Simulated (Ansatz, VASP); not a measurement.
**Yb: VASP beside Ansatz**

File INCAR:

```
SYSTEM = Yb
  ALGO = Normal
  EDIFF = 1E-6
  ENCUT = 520
  GGA = CA
  ISIF = 2
  ISMEAR = -1
  LASPH = .TRUE.
  LCHARG = .FALSE.
  LREAL = .FALSE.
  LWAVE = .FALSE.
  NBANDS = 31
  NELM = 80
  PREC = Accurate
  SIGMA = 0.1
```

KPOINTS

```
k-points
0
G
  8 8 8
  0 0 0
```

The input POSCAR:

```
Yb
1.0
    0.0000000000      3.9237830957      3.9237830957
    3.9237830957      0.0000000000      3.9237830957
    3.9237830957      3.9237830957      0.0000000000
Yb
2
Direct
    0.1250000000      0.1250000000      0.1250000000
    0.8750000000      0.8750000000      0.8750000000
```

Input for Ansatz:

```yaml
crystal:
  lattice:
    - [0.0, 3.9237830957, 3.9237830957]
    - [3.9237830957, 0.0, 3.9237830957]
    - [3.9237830957, 3.9237830957, 0.0]
  atoms:
    - { symbol: Yb, position: [0.125, 0.125, 0.125] }
    - { symbol: Yb, position: [0.875, 0.875, 0.875] }
hamiltonian:
  xc: lda
  pseudopotentials:
    kind: paw
    azcp:
      Yb: "pseudopotentials/Yb.paw.azcp"
basis:
  ecutwfc: 420
  fft_grid_basis: typed
kpoints:
  mp_grid: { grid: [8, 8, 8], shift: [0, 0, 0] }
magnetization:
  spin_polarized: false
scf:
  occupations: { method: fermi_dirac, width: 0.1 }
  lower_state_search: "off"
output:
  stress: true
```

Alike in both runs: task single point; functional LDA; k mesh 8 × 8 × 8; occupations fermi-dirac, width 0.1 eV; no spin polarisation.

```csv
,VASP,Ansatz
version,VASP 6.6.1,Ansatz 0.2.0
potentials or method,"VASP PAW PBE potentials, release 64 (Yb), cutoff 520 eV","plane waves (420 eV) with PAW, scalar-relativistic"
valence electrons in the cell,48,48
```

|  | VASP | Ansatz | Ansatz less VASP |
| --- | --- | --- | --- |
| pressure (GPa) | 0.2 | 0.3 | +0.08 |

VASP's potentials were made for PBE, not for LDA, and Ansatz warns of the same on its side. LDA's correlation is that of Perdew and Zunger in VASP and of Perdew and Wang (1992) in Ansatz.

Spin-orbit coupling is off throughout.
